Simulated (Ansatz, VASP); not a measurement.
One calculation of AlGa2As3, two programs

The input INCAR:

```
PREC = Accurate
ENCUT = 600
EDIFF = 1E-7
ISMEAR = 0
SIGMA = 0.1
LREAL = F
LASPH = T
NELM = 60
ALGO = Normal
ISIF = 3
LWAVE = F
LCHARG = F
GGA = PE
IBRION = 2
NSW = 90
EDIFFG = -0.04
```

The input KPOINTS:

```
regular mesh
0
Gamma
  6 6 2
```

Contents of POSCAR:

```
AlGa2As3
1.0
    3.8843796000      0.0000000000      0.0000000000
   -1.9421898000      3.3639714100      0.0000000000
    0.0000000000      0.0000000000      9.5147479900
Al Ga As
1 2 3
Direct
    0.3333333300      0.6666666700      0.6666666700
    0.0000000000      0.0000000000      0.0000000000
    0.6666666700      0.3333333300      0.3333333300
    0.6666666700      0.3333333300      0.0833333300
    0.3333333300      0.6666666700      0.4166666700
    0.0000000000      0.0000000000      0.7500000000
```

Input for Ansatz:

```yaml
crystal:
  lattice:
    - [3.8843796, 0.0, 0.0]
    - [-1.9421898, 3.36397141, 0.0]
    - [0.0, 0.0, 9.51474799]
  atoms:
    - { symbol: Al, position: [0.33333333, 0.66666667, 0.66666667] }
    - { symbol: Ga, position: [0.0, 0.0, 0.0] }
    - { symbol: Ga, position: [0.66666667, 0.33333333, 0.33333333] }
    - { symbol: As, position: [0.66666667, 0.33333333, 0.08333333] }
    - { symbol: As, position: [0.33333333, 0.66666667, 0.41666667] }
    - { symbol: As, position: [0.0, 0.0, 0.75] }
basis:
  ecutwfc: 420
kpoints:
  mp_grid: { grid: [6, 6, 2] }
hamiltonian:
  xc: pbe
scf:
  occupations: { method: gaussian, width: 0.1 }
  lower_state_search: "off"
output:
  forces: true
  stress: true
  eigenvalues: true
relax:
  adjacent_minimum: "off"
  f_tol: 0.04
  max_steps: 70
  cell: { stress_tol: 0.4 }
```

Alike in both runs: task relaxation of cell and atoms; functional PBE; k mesh 6 × 6 × 2; occupations gaussian, width 0.1 eV; no spin polarisation.

|  | VASP | Ansatz |
| --- | --- | --- |
| version | VASP 6.6.1 | Ansatz 0.2.0 |
| potentials or method | VASP PAW PBE potentials, release 64 (Al, Ga_d, As), cutoff 600 eV | scalar-relativistic, plane waves, PAW |
| valence electrons in the cell | 44 | 74 |

VASP gave:

* gap on the k mesh at the Fermi level, each at its own relaxed structure (eV): 0.52
* relaxed volume (Å³/atom): 23.67
* relaxed cell length with the largest relative difference (Å): 9.937

Problem. Estimate Ansatz's values.

Solution. gap on the k mesh at the Fermi level, each at its own relaxed structure (eV): 0.54; relaxed volume (Å³/atom): 23.62; relaxed cell length with the largest relative difference (Å): 9.921.

VASP's potentials hold 44 valence electrons a cell and Ansatz's 74, so a difference there can come from the potentials and not from the codes.
